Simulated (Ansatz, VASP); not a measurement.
**TiGaC4N4 in VASP and in Ansatz**

```
Ti Ga C N
1.0
     5.88089    0.00000    0.00000
     0.00000    5.88089    0.00000
     0.00000    0.00000    5.88089
Ti Ga C N
1 1 4 4
Direct
  0.00000 0.00000 0.00000
  0.50000 0.50000 0.50000
  0.19026 0.19026 0.19026
  0.19026 0.80974 0.80974
  0.80974 0.19026 0.80974
  0.80974 0.80974 0.19026
  0.30512 0.30512 0.30512
  0.30512 0.69488 0.69488
  0.69488 0.30512 0.69488
  0.69488 0.69488 0.30512
```

Alike in both runs: task single point; functional PBE; k mesh 4 × 4 × 4; occupations gaussian, width 0.1 eV; collinear spin.

|  | VASP | Ansatz |
| --- | --- | --- |
| version | VASP 6.6.1 | Ansatz 0.2.0 |
| potentials or method | VASP PAW PBE potentials, release 64 (Ti_sv, Ga_d, C, N), cutoff 600 eV | scalar-relativistic, plane waves, PAW |
| valence electrons in the cell | 61 | 61 |

```tsv
	VASP	Ansatz	Ansatz less VASP
gap on the k mesh at the Fermi level (eV)	none	none	-
pressure (GPa)	4.7	4.5	-0.22
rms of the force components (eV/Å)	1.422	1.316	-0.1063
net moment per atom (μB)	0.11	0.11	0.000
size of the moment on the site where the two differ most (μB)	0.57	0.39	-0.182
```

Site moments also hang on the region over which each program counts them. Atom by atom the forces differ by 0.181 eV/Å (rms over components). A gap of «none» marks a metal or a gap that the smearing closes.

Noted on VASP's run: the standard files for N, O and F lose accuracy on very short bonds.
